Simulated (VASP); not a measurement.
# Ag (Fm-3m) in VASP: notebook

The runs below take Ag through single point, relaxation of cell and atoms, with PBEsol.

Everything below comes from runs of VASP 6.6.1. Logs are shortened: lines on timing, memory, paths and dates and some standing lists are left out, and cuts for length are marked.

## 1. The cell of the first run

The structure is cubic, space group Fm-3m (No. 225). Conventional cell: a = 4.004 Å, b = 4.004 Å, c = 4.004 Å, α = 90.00°, β = 90.00°, γ = 90.00°. Ag (site symmetry m-3m) has 12 Ag at 2.83 Å within 3.7 Å.

## 2. Single point, PBEsol

Contents of INCAR:

```
PREC = Accurate
ENCUT = 520
EDIFF = 1E-6
ISMEAR = 0
SIGMA = 0.1
LREAL = False
LASPH = True
NELM = 80
ALGO = Normal
ISIF = 2
LWAVE = False
LCHARG = False
GGA = PS
NBANDS = 12
```

Contents of KPOINTS:

```
Automatic mesh
0
Gamma
  18 18 18
```

Contents of POSCAR:

```
Ag
1.0
    0.0000000000      2.0020440149      2.0020440149
    2.0020440149      0.0000000000      2.0020440149
    2.0020440149      2.0020440149      0.0000000000
Ag
1
Direct
    0.0000000000      0.0000000000      0.0000000000
```

Potentials or basis: VASP PAW PBE potentials, release 64 (Ag).

Started as:

```console
$ cat potpaw_PBE.64/Ag/POTCAR > POTCAR
$ mpirun -np 1 vasp_std > vasp.out
```

OUTCAR:

```text
PREC = Accurate
   ENCUT = 520
   EDIFF = 1E-6
   ISMEAR = 0
   LREAL = False
   LASPH = True
   NELM = 80
   ISIF = 2
   GGA = PS

 ion  position               nearest neighbor table
   1  0.000  0.000  0.000-

  LATTYP: Found a face centered cubic cell.
 ALAT       =     4.0040880298

  Lattice vectors:

 A1 = (   0.0000000000,   2.0020440149,   2.0020440149)
 A2 = (   2.0020440149,   0.0000000000,   2.0020440149)
 A3 = (   2.0020440149,   2.0020440149,   0.0000000000)

Analysis of symmetry for initial positions (statically):
=====================================================================
 Subroutine PRICEL returns:
 Original cell was already a primitive cell.

 Routine SETGRP: Setting up the symmetry group for a
 face centered cubic supercell.

 Subroutine GETGRP returns: Found 48 space group operations
 (whereof 48 operations were pure point group operations)
 out of a pool of 48 trial point group operations.

The static configuration has the point symmetry O_h .

Analysis of symmetry for dynamics (positions and initial velocities):
=====================================================================
 Subroutine PRICEL returns:
 Original cell was already a primitive cell.

 Routine SETGRP: Setting up the symmetry group for a
 face centered cubic supercell.

 Subroutine GETGRP returns: Found 48 space group operations
 (whereof 48 operations were pure point group operations)
 out of a pool of 48 trial point group operations.

The dynamic configuration has the point symmetry O_h .

 Subroutine INISYM returns: Found 48 space group operations
 (whereof 48 operations are pure point group operations),
 and found     1 'primitive' translations

----------------------------------------------------------------------------------------

                                     Primitive cell

  volume of cell :      16.0491

  direct lattice vectors                    reciprocal lattice vectors
     0.000000000  2.002044015  2.002044015    -0.249744759  0.249744759  0.249744759
     2.002044015  0.000000000  2.002044015     0.249744759 -0.249744759  0.249744759
     2.002044015  2.002044015  0.000000000     0.249744759  0.249744759 -0.249744759

  length of vectors
     2.831317798  2.831317798  2.831317798     0.432570612  0.432570612  0.432570612

  position of ions in fractional coordinates (direct lattice)
     0.000000000  0.000000000  0.000000000

  ion indices of the primitive-cell ions
   primitive index   ion index
                 1           1

----------------------------------------------------------------------------------------

 KPOINTS: Automatic mesh

Automatic generation of k-mesh.
 Grid dimensions read from file:
 generate k-points for:   18   18   18

 Generating k-lattice:

  Cartesian coordinates                     Fractional coordinates (reciprocal lattice)
    -0.013874709  0.013874709  0.013874709     0.055555556  0.000000000  0.000000000
     0.013874709 -0.013874709  0.013874709     0.000000000  0.055555556  0.000000000
     0.013874709  0.013874709 -0.013874709     0.000000000  0.000000000  0.055555556

  Length of vectors
     0.024031701  0.024031701  0.024031701

  Shift w.r.t. Gamma in fractional coordinates (k-lattice)
     0.000000000  0.000000000  0.000000000

 Subroutine IBZKPT returns following result:
 ===========================================

 Found    195 irreducible k-points:

 Following reciprocal coordinates:
            Coordinates               Weight
  0.000000  0.000000  0.000000      1.000000
  0.055556  0.000000  0.000000      8.000000
  0.111111  0.000000  0.000000      8.000000
  0.166667  0.000000  0.000000      8.000000
  0.222222  0.000000  0.000000      8.000000
  0.277778  0.000000  0.000000      8.000000
[... 16 lines left out ...]
 -0.277778  0.055556  0.000000     24.000000
 -0.222222  0.055556  0.000000     24.000000
 [... further k-points ...]
   k-points           NKPTS =    195   k-points in BZ     NKDIM =    195   number of bands    NBANDS=     12
   number of dos      NEDOS =    301   number of ions     NIONS =      1
   total plane-waves  NPLWV =  13824
   dimension x,y,z NGX =    24 NGY =   24 NGZ =   24
   dimension x,y,z NGXF=    48 NGYF=   48 NGZF=   48
   ions per type =               1
   NGX,Y,Z   is equivalent  to a cutoff of  14.09, 14.09, 14.09 a.u.
   NGXF,Y,Z  is equivalent  to a cutoff of  28.18, 28.18, 28.18 a.u.
 SYSTEM =  unknown system
   PREC   = accura    normal or accurate (medium, high low for compatibility)
   ISTART =      0    job   : 0-new  1-cont  2-samecut
   ICHARG =      2    charge: 1-file 2-atom 10-const
   ISPIN  =      1    spin polarized calculation?
   LNONCOLLINEAR =      F non collinear calculations
   LSORBIT =      F    spin-orbit coupling
   LASPH  =      T    aspherical Exc in radial PAW
   ENCUT  =  520.0 eV  38.22 Ry    6.18 a.u.   5.26  5.26  5.26*2*pi/ulx,y,z
   NELM   =     80;   NELMIN=  2; NELMDL= -5     # of ELM steps
[... 64 lines left out ...]
      7      25.2047      0.00000
      8      29.1368      0.00000
      9      29.1368      0.00000
     10      29.1368      0.00000
     11      34.1153      0.00000
     12      35.6675      0.00000

 k-point     2 :       0.0556    0.0000    0.0000
  band No.  band energies     occupation
      1       0.9135      2.00000
      2       4.0761      2.00000
      3       4.1323      2.00000
      4       4.1323      2.00000
      5       5.2551      2.00000
      6       5.2551      2.00000
      7      25.2496      0.00000
      8      28.2978      0.00000
      9      29.1986      0.00000
     10      29.1986      0.00000
     11      34.3721      0.00000
     12      35.5112      0.00000

 k-point     3 :       0.1111    0.0000    0.0000
  band No.  band energies     occupation
      1       1.2076      2.00000
      2       4.0138      2.00000
      3       4.2103      2.00000
      4       4.2103      2.00000
      5       5.2307      2.00000
      6       5.2307      2.00000
      7      25.1453      0.00000
      8      26.7969      0.00000
      9      29.3599      0.00000
     10      29.3599      0.00000
     11      33.5313      0.00000
     12      35.0028      0.00000

 k-point     4 :       0.1667    0.0000    0.0000
  band No.  band energies     occupation
      1       1.6489      2.00000
      2       3.9740      2.00000
      3       4.2972      2.00000
      4       4.2972      2.00000
      5       5.2335      2.00000
      6       5.2335      2.00000
      7      23.8297      0.00000
      8      26.2079      0.00000
      9      29.5402      0.00000
     10      29.5402      0.00000
     11      32.6850      0.00000
     12      34.1862      0.00000

 k-point     5 :       0.2222    0.0000    0.0000
  band No.  band energies     occupation
      1       2.1126      2.00000
      2       4.0977      2.00000
      3       4.3348      2.00000
      4       4.3348      2.00000
      5       5.3191      2.00000
      6       5.3191      2.00000
      7      21.7625      0.00000
      8      26.0448      0.00000
      9      29.5854      0.00000
     10      29.5854      0.00000
     11      32.4494      0.00000
     12      33.3447      0.00000
[... 228 lines left out ...]
      1       2.4282      2.00000
      2       4.1009      2.00000
      3       4.1666      2.00000
      4       5.7621      2.00000
      5       5.9160      2.00000
      6       7.4981      2.00000
      7      14.8878      0.00000
      8      24.6044      0.00000
      9      26.9011      0.00000
     10      28.2593      0.00000
     11      32.8126      0.00000
     12      33.0311      0.00000

 k-point    22 :      -0.3333    0.0556    0.0000
  band No.  band energies     occupation
      1       2.4879      2.00000
      2       4.1768      2.00000
      3       4.2354      2.00000
      4       5.3544      2.00000
      5       5.6779      2.00000
      6       6.5229      2.00000
      7      16.8131      0.00000
      8      24.9097      0.00000
      9      27.2542      0.00000
     10      29.2543      0.00000
     11      32.5481      0.00000
     12      32.6186      0.00000

 k-point    23 :      -0.2778    0.0556    0.0000
  band No.  band energies     occupation
      1       2.4961      2.00000
      2       4.2450      2.00000
      3       4.3172      2.00000
      4       4.6932      2.00000
      5       5.4203      2.00000
      6       5.9416      2.00000
      7      18.9245      0.00000
      8      25.2829      0.00000
      9      27.7903      0.00000
     10      30.4186      0.00000
     11      31.9489      0.00000
     12      32.2599      0.00000

 k-point    24 :      -0.2222    0.0556    0.0000
  band No.  band energies     occupation
      1       2.3159      2.00000
      2       4.0717      2.00000
      3       4.3746      2.00000
      4       4.3798      2.00000
      5       5.2068      2.00000
      6       5.6091      2.00000
      7      21.1050      0.00000
      8      25.6241      0.00000
      9      28.3319      0.00000
     10      31.0895      0.00000
     11      31.4037      0.00000
     12      32.5473      0.00000

 [... further k-points ...]

------------------------ aborting loop because EDIFF is reached ----------------------------------------

  FORCE on cell =-STRESS in cart. coord.  units (eV):
  Direction    XX          YY          ZZ          XY          YZ          ZX
  --------------------------------------------------------------------------------------
  -------------------------------------------------------------------------------------
  Total        0.4714414      0.4714414      0.4714414      0.0000000      0.0000000     -0.0000000
  in kB       47.0638499     47.0638499     47.0638499      0.0000000      0.0000000     -0.0000000
  external PRESSURE =      47.0638499 kB  Pullay stress =       0.0000000 kB

 VOLUME and BASIS-vectors are now :
 -----------------------------------------------------------------------------
  energy-cutoff  :      520.00
  volume of cell :       16.05
      direct lattice vectors                 reciprocal lattice vectors
     0.000000000  2.002044015  2.002044015    -0.249744759  0.249744759  0.249744759
     2.002044015  0.000000000  2.002044015     0.249744759 -0.249744759  0.249744759
     2.002044015  2.002044015  0.000000000     0.249744759  0.249744759 -0.249744759

 POSITION                                       TOTAL-FORCE (eV/Angst)
 -----------------------------------------------------------------------------------
      0.00000      0.00000      0.00000         0.000000      0.000000      0.000000
 -----------------------------------------------------------------------------------
    total drift:                               -0.000000      0.000000      0.000000

  FREE ENERGIE OF THE ION-ELECTRON SYSTEM (eV)
  ---------------------------------------------------
  free  energy   TOTEN  =        -3.3035408218 eV

  energy  without entropy=       -3.3025801509  energy(sigma->0) =       -3.30306049
```

Run time: 11 s. Hardware: 1 thread of Intel Xeon 6975P-C (Granite Rapids), shared host; peak memory 0.16 GiB.

What came out:

```yaml
Free_energy: -3.3035 eV
Pressure: 4.7 GPa
```

Caveat: the PAW data sets were made with another functional, which shifts forces and pressure a little.

## 3. Single point, PBEsol

This run uses another cell than the first one, of 16.40 Å³/atom, 1.022 times its volume.

Contents of INCAR:

```
SYSTEM = Ag
  ALGO = Normal
  EDIFF = 1E-7
  ENCUT = 520
  GGA = PS
  ISIF = 2
  ISMEAR = 0
  LASPH = .TRUE.
  LCHARG = .FALSE.
  LREAL = .FALSE.
  LWAVE = .FALSE.
  NBANDS = 12
  NELM = 80
  PREC = Accurate
  SIGMA = 0.1
```

Contents of KPOINTS:

```
k-points
0
G
  18 18 18
  0 0 0
```

Contents of POSCAR:

```
Ag
1.0
    0.0000000000      2.0165036804      2.0165036804
    2.0165036804      0.0000000000      2.0165036804
    2.0165036804      2.0165036804      0.0000000000
Ag
1
Direct
    0.0000000000      0.0000000000      0.0000000000
```

Potentials or basis: VASP PAW PBE potentials, release 64 (Ag).

Started as:

```console
$ cat potpaw_PBE.64/Ag/POTCAR > POTCAR
$ mpirun -np 1 vasp_std > vasp.out
```

It took 12 s on 1 thread of Intel Xeon 6975P-C (Granite Rapids), shared host; peak memory 0.16 GiB.

It converged, with:

```
Free energy : -3.3108 eV
Pressure    : 1.7 GPa
```

Levels at points of the mesh, in eV from the Fermi level:
| k point | band 4 | band 5 | band 6 | band 7 | band 8 | band 9 |
| --- | --- | --- | --- | --- | --- | --- |
| (0.00, 0.00, 0.00) | -4.87 | -3.75 | -3.75 | 16.11 | 19.91 | 19.91 |
| (0.50, 0.00, 0.00) | -2.89 | -2.89 | -0.52 | 3.85 | 15.35 | 18.26 |
| (0.50, 0.50, 0.00) | -2.67 | -2.67 | 1.55 | 7.07 | 10.84 | 10.84 |

Caveat: the PAW data sets were made with another functional, which shifts forces and pressure a little.

## 4. Single point, PBEsol

This run uses another cell than the first one, of 16.96 Å³/atom, 1.057 times its volume.

Contents of INCAR:

```
SYSTEM = Ag
ALGO = Normal ; EDIFF = 1E-6
ENCUT = 520 ; GGA = PS
ISIF = 2 ; ISMEAR = 0
LASPH = .TRUE. ; LCHARG = .FALSE.
LREAL = .FALSE. ; LWAVE = .FALSE.
NBANDS = 12 ; NELM = 60
PREC = Accurate ; SIGMA = 0.1
```

KPOINTS is that of step 3.

Contents of POSCAR:

```
Ag
1.0
    0.0000000000      2.0391177166      2.0391177166
    2.0391177166      0.0000000000      2.0391177166
    2.0391177166      2.0391177166      0.0000000000
Ag
1
Direct
    0.0000000000      0.0000000000      0.0000000000
```

Started as:

```console
$ cat potpaw_PBE.64/Ag/POTCAR > POTCAR
$ mpirun -np 1 vasp_std > vasp.out
```

Wall time 11 s (1 thread of Intel Xeon 6975P-C (Granite Rapids), shared host); peak memory 0.16 GiB.

The run converged. Its results:

```yaml
Free_energy: -3.3100 eV
Pressure: -2.2 GPa
```

Levels at points of the mesh, in eV from the Fermi level:
```csv
k point,band 2,band 3,band 4,band 5,band 6,band 7,band 8,band 9,band 10,band 11
"(0.00, 0.00, 0.00)",-4.74,-4.74,-4.74,-3.68,-3.68,16.05,19.66,19.66,19.66,24.49
"(0.50, 0.00, 0.00)",-4.76,-4.76,-2.87,-2.87,-0.42,3.67,15.29,17.92,17.92,22.95
"(0.50, 0.50, 0.00)",-6.26,-2.90,-2.66,-2.66,1.59,6.81,10.68,10.68,17.28,17.34
```

Caveat: the PAW data sets were made with another functional, which shifts forces and pressure a little.

## 5. Relaxation of cell and atoms, PBEsol, target pressure 40 GPa, at which the enthalpy is minimised

This run uses another cell than the first one, of 13.65 Å³/atom, 0.851 times its volume.

Contents of INCAR:

```
SYSTEM = Ag
ALGO = Fast
EDIFF = 1E-6
EDIFFG = -0.008
ENCUT = 600
GGA = PS
IBRION = 2
ISIF = 3
ISMEAR = 0
LASPH = .TRUE.
LCHARG = .FALSE.
LREAL = .FALSE.
LWAVE = .FALSE.
NELM = 80
NSW = 70
PREC = Accurate
PSTRESS = 400.0
SIGMA = 0.1
```

KPOINTS is that of step 4.

Contents of POSCAR:

```
Ag
1.0
    0.0000000000      1.8969156314      1.8969156314
    1.8969156314      0.0000000000      1.8969156314
    1.8969156314      1.8969156314      0.0000000000
Ag
1
Direct
    0.0000000000      0.0000000000      0.0000000000
```

Started as:

```console
$ cat potpaw_PBE.64/Ag/POTCAR > POTCAR
$ mpirun -np 1 vasp_std > vasp.out
```

Wall time 20 s (1 thread of Intel Xeon 6975P-C (Granite Rapids), shared host); peak memory 0.16 GiB.

Results (log left out):

```
Free energy                                            : -3.0127 eV
Relaxed volume                                         : 13.69 Å³/atom
Relaxed cell                                           : a = 2.685 Å, b = 2.685 Å, c = 2.685 Å, α = 60.00°, β = 60.00°, γ = 60.00°
Space group after relaxing (to 0.05 Å)                 : Fm-3m (No. 225)
Energy change on relaxing (the enthalpy is what falls) : -10.3 meV/atom
Ionic steps                                            : 3
Pressure after relaxing                                : 40.0 GPa
```

The path:
| step | energy change (eV) | largest force (eV/Å) | pressure (GPa) | volume (Å³) |
| --- | --- | --- | --- | --- |
| 1 | 0.0000 | 0.0000 | 40.98 | 13.65 |
| 2 | -0.0403 | 0.0000 | 37.29 | 13.82 |
| 3 | -0.0103 | 0.0000 | 39.96 | 13.69 |

Final structure:
```
CELL_PARAMETERS angstrom
0.00000 1.89880 1.89880
1.89880 0.00000 1.89880
1.89880 1.89880 0.00000
ATOMIC_POSITIONS crystal
Ag 0.00000 0.00000 0.00000
```

Levels at points of the mesh, in eV from the Fermi level:
```tsv
k point	band 4	band 5	band 6	band 7	band 8	band 9
(0.00, 0.00, 0.00)	-5.76	-4.22	-4.22	16.22	21.11	21.11
(0.50, 0.00, 0.00)	-3.05	-3.05	-1.15	4.97	15.50	20.03
(0.50, 0.50, 0.00)	-2.75	-2.75	1.29	8.61	11.69	11.69
```

Caveat: the cell is relaxed towards a set pressure, so the enthalpy falls and the energy may rise; the PAW data sets were made with another functional, which shifts forces and pressure a little.

## 6. Relaxation of cell and atoms, PBEsol, target pressure 20 GPa, at which the enthalpy is minimised

This run uses another cell than the first one, of 14.72 Å³/atom, 0.917 times its volume.

Contents of INCAR:

```
ALGO = Fast
EDIFF = 1E-6
EDIFFG = -0.008
ENCUT = 600
GGA = PS
IBRION = 2
ISIF = 3
ISMEAR = 0
LASPH = True
LCHARG = False
LREAL = False
LWAVE = False
NELM = 80
NSW = 70
PREC = Accurate
PSTRESS = 200.0
SIGMA = 0.1
```

Contents of KPOINTS:

```
k-points
0
Gamma
  18 18 18
```

Contents of POSCAR:

```
Ag
1.0
    0.0000000000      1.9450029355      1.9450029355
    1.9450029355      0.0000000000      1.9450029355
    1.9450029355      1.9450029355      0.0000000000
Ag
1
Direct
    0.0000000000      0.0000000000      0.0000000000
```

Potentials or basis: VASP PAW PBE potentials, release 64 (Ag).

Started as:

```console
$ cat potpaw_PBE.64/Ag/POTCAR > POTCAR
$ mpirun -np 1 vasp_std > vasp.out
```

Wall time 23 s (1 thread of Intel Xeon 6975P-C (Granite Rapids), shared host); peak memory 0.17 GiB.

It converged, with:

```yaml
Free_energy: -3.2083 eV
Relaxed_volume: 14.76 Å³/atom
Relaxed_cell: a = 2.753 Å, b = 2.753 Å, c = 2.753 Å, α = 60.00°, β = 60.00°, γ = 60.00°
Space_group_after_relaxing_to_0.05_Å: Fm-3m (No. 225)
Energy_change_on_relaxing_the_enthalpy_is_what_falls: -5.1 meV/atom
Ionic_steps: 3
Pressure_after_relaxing: 20.0 GPa
```

Step by step:
```tsv
step	energy change (eV)	largest force (eV/Å)	pressure (GPa)	volume (Å³)
1	0.0000	0.0000	20.57	14.72
2	-0.0139	0.0000	18.93	14.83
3	-0.0051	0.0000	20.01	14.76
```

Final structure:
```
CELL_PARAMETERS angstrom
0.00000 1.94679 1.94679
1.94679 0.00000 1.94679
1.94679 1.94679 0.00000
ATOMIC_POSITIONS crystal
Ag 0.00000 0.00000 0.00000
```

Levels at points of the mesh, in eV from the Fermi level:
```
           k point  band 2  band 3  band 4  band 5  band 6  band 7  band 8  band 9
(0.00, 0.00, 0.00)   -5.37   -5.37   -5.37   -4.02   -4.02   16.21   20.64   20.64
(0.50, 0.00, 0.00)   -5.40   -5.40   -2.99   -2.99   -0.89    4.47   15.47   19.30
(0.50, 0.50, 0.00)   -7.30   -3.02   -2.72   -2.72    1.39    7.93   11.33   11.33
```

Caveat: the cell is relaxed towards a set pressure, so the enthalpy falls and the energy may rise; the PAW data sets were made with another functional, which shifts forces and pressure a little.

## 7. The runs side by side

| task | cell | cutoff (eV) | gap on the mesh (eV) | pressure (GPa) |
| --- | --- | --- | --- | --- |
| single point | a = 2.831 Å, angles 60.0°, 1 atom | 520 | none | 4.7 |
| single point | a = 2.852 Å, angles 60.0°, 1 atom | 520 | none | 1.7 |
| single point | a = 2.884 Å, angles 60.0°, 1 atom | 520 | none | -2.2 |
| relaxation of cell and atoms | relaxed to 40 GPa from a = 2.683 Å, angles 60.0°, 1 atom | 600 | none | 40.0 |
| relaxation of cell and atoms | relaxed to 20 GPa from a = 2.751 Å, angles 60.0°, 1 atom | 600 | none | 20.0 |

Alike in all rows: level PBEsol; potentials or basis VASP PAW PBE potentials, release 64 (Ag); no spin polarisation; k mesh 18 × 18 × 18; smearing gaussian 0.1 eV.

Caveats: the PAW data sets were made with another functional, which shifts forces and pressure a little; the cell is relaxed towards a set pressure, so the enthalpy falls and the energy may rise (some runs).

Total energies depend on the potentials used, so only differences within one code and one set of settings carry meaning.
